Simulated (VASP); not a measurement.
Set up this calculation in VASP 6.6.1, as the native input.

```yaml
Task: single point
Functional: r2SCAN
Potentials_or_basis: VASP PAW PBE potentials, release 64 (Al)
Cutoff: 520 eV
k_mesh: 8 × 9 × 8
Occupations: gaussian, width 0.1 eV
Spin: no spin polarisation
Dipole_correction: no
Further_INCAR_settings: ALGO = Normal; EDIFF = 1e-07; NBANDS = 8
```

Al:

```
CELL_PARAMETERS angstrom
-1.57590 1.65692 1.65798
1.47948 -1.59764 1.50228
1.61445 1.63620 -1.59870
ATOMIC_POSITIONS crystal
Al 0.00000 0.00000 0.00000
```

The input as run:

POSCAR

```
Al
1.0
   -1.5759003900      1.6569236100      1.6579838500
    1.4794763400     -1.5976414500      1.5022776300
    1.6144548200      1.6361958800     -1.5987016800
Al
1
Direct
    0.0000000000      0.0000000000      0.0000000000
```

INCAR.step1

```
SYSTEM = Al
ALGO     = Normal         ! electronic algorithm
EDIFF    = 1E-4           ! SCF threshold, eV
ENCUT    = 520            ! plane-wave cutoff, eV
GGA      = PE             ! functional
ISMEAR   = 0              ! smearing method
LASPH    = .True.         ! aspherical terms in the spheres
LCHARG   = .False.        ! write CHGCAR
LREAL    = .False.        ! projectors in reciprocal space
LWAVE    = .True.         ! write WAVECAR
NBANDS   = 8              ! bands
NELM     = 80             ! most SCF steps
PREC     = Accurate       ! precision mode
SIGMA    = 0.1            ! smearing width, eV
```

INCAR.step2

```
SYSTEM = Al
ALGO     = Normal         ! electronic algorithm
EDIFF    = 1E-7           ! SCF threshold, eV
ENCUT    = 520            ! plane-wave cutoff, eV
ISIF     = 2              ! what is computed and relaxed
ISMEAR   = 0              ! smearing method
ISTART   = 1            
LASPH    = .True.         ! aspherical terms in the spheres
LCHARG   = .False.        ! write CHGCAR
LMIXTAU  = .True.       
LREAL    = .False.        ! projectors in reciprocal space
LWAVE    = .False.        ! write WAVECAR
METAGGA  = R2SCAN         ! meta-GGA
NBANDS   = 8              ! bands
NELM     = 80             ! most SCF steps
PREC     = Accurate       ! precision mode
SIGMA    = 0.1            ! smearing width, eV
```

KPOINTS

```
k-points
0
Gamma
  8 9 8
  0 0 0
```

Potentials or basis: VASP PAW PBE potentials, release 64 (Al).

Launch:

```console
$ cat potpaw_PBE.64/Al/POTCAR > POTCAR
$ cp INCAR.step1 INCAR
$ mpirun -np 1 vasp_std > vasp.out
$ cp INCAR.step2 INCAR
$ mpirun -np 1 vasp_std > vasp.out
```

It gave:

```json
{
  "Pressure": "0.6 GPa",
  "Band gap on the k mesh": "zero (an odd number of electrons rules out a gap without spin polarisation)"
}
```

Caveat: the PAW data sets were made with another functional, which shifts forces and pressure a little.

Run time: 37 s on 1 thread of Intel(R) Xeon(R) 6975P-C (Granite Rapids), on a shared host, peak memory 0.15 GiB.
